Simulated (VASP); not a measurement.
**RbBr: single point with HSE06**

The system is RbBr.

```
Rb Br
1.0
     0.00000    3.35700    3.35700
     3.35700    0.00000    3.35700
     3.35700    3.35700    0.00000
Rb Br
1 1
Direct
  0.00000 0.00000 0.00000
  0.50000 0.50000 0.50000
```

This cell differs from its parent crystal: strain -3.0%.

```
Program             : VASP 6.6.1
Task                : single point
Functional          : HSE06
Potentials or basis : VASP PAW PBE potentials, release 64 (Rb_sv, Br)
Cutoff              : 520 eV
k mesh              : 4 × 4 × 4
Occupations         : gaussian, width 0.01 eV
Spin                : no spin polarisation
```

```yaml
Pressure: 1.9 GPa
Band_gap_on_the_k_mesh: 5.70 eV
```

Levels at points of the mesh, in eV from the valence-band top:
```csv
k point,band 6,band 7,band 8,band 9,band 10,band 11
"(0.00, 0.00, 0.00)",0.00,0.00,0.00,5.70,8.56,8.56
"(0.50, 0.00, 0.00)",-1.14,-0.43,-0.43,8.13,9.21,11.12
"(0.50, 0.50, 0.00)",-0.52,-0.17,-0.17,6.69,8.69,10.76
```

It took 11 min on 1 thread of Intel(R) Xeon(R) Platinum 8488C (Sapphire Rapids), on a shared host, peak memory 0.32 GiB.

Caveat: the cell differs from its parent crystal (strain -3.0%); the PAW data sets were made with another functional, which shifts forces and pressure a little.
